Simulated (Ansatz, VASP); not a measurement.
Two plane-wave programs on Co

```
Co
1.0
     0.00000    1.76369    1.76369
     1.76369    0.00000    1.76369
     1.76369    1.76369    0.00000
Co
1
Cartesian
  0.0000 0.0000 0.0000
```

Alike in both runs: task single point; functional PBE; k mesh 10 × 10 × 10; occupations gaussian, width 0.05 eV; collinear spin.

|  | VASP | Ansatz |
| --- | --- | --- |
| version | VASP 6.6.1 | Ansatz 0.2.0 |
| potentials or method | VASP PAW PBE potentials, release 64 (Co), cutoff 520 eV | scalar-relativistic, plane waves, PAW |
| valence electrons in the cell | 9 | 17 |

```csv
,VASP,Ansatz,Ansatz less VASP
gap on the k mesh at the Fermi level (eV),none,none,-
pressure (GPa),-0.8,0.0,+0.79
net moment per atom (μB),1.72,1.73,+0.015
size of the moment on the site where the two differ most (μB),1.73,1.80,+0.063
```

Site moments also hang on the region over which each program counts them. A gap of «none» marks a metal or a gap that the smearing closes. VASP's potentials hold 9 valence electrons a cell and Ansatz's 17, so a difference there can come from the potentials and not from the codes.
